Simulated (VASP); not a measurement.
TiO2 (TiO2, measured cell), 6 atoms in the cell. The structure is tetragonal, space group I4_1/amd (No. 141). The conventional cell has a = 3.784 Å, b = 3.784 Å, c = 9.515 Å, α = 90.00°, β = 90.00°, γ = 90.00°. Ti (site symmetry -4m2) has 6 O at 1.93 to 1.98 Å within 2.6 Å. Within 2.6 Å of O (site symmetry 2mm) lie 3 Ti at 1.93 to 1.98 Å and 2 O at 2.47 Å. 

- Program: VASP 6.6.1
- Task: single point
- Functional: r2SCAN
- Potentials or basis: VASP PAW PBE potentials, release 64 (Ti_sv, O)
- Cutoff: 520 eV
- k mesh: 7 × 7 × 7
- Occupations: gaussian, width 0.01 eV
- Spin: no spin polarisation
- Dipole correction: no
- Further INCAR settings: ALGO = Normal; EDIFF = 1e-07; NBANDS = 33

Potentials or basis: VASP PAW PBE potentials, release 64 (Ti_sv, O).

Launch:

```console
$ cat potpaw_PBE.64/Ti_sv/POTCAR potpaw_PBE.64/O/POTCAR > POTCAR
$ cp INCAR.step1 INCAR
$ mpirun -np 1 vasp_std > vasp.out
$ cp INCAR.step2 INCAR
$ mpirun -np 1 vasp_std > vasp.out
```

Hardware: 1 thread of AMD EPYC 7R43 64-Core Processor (Zen 3) (shared host).

How long does it take, and how much memory?

It took 17 min on 1 thread of AMD EPYC 7R43 64-Core Processor (Zen 3), on a shared host, peak memory 0.27 GiB. Counts: k points 40.
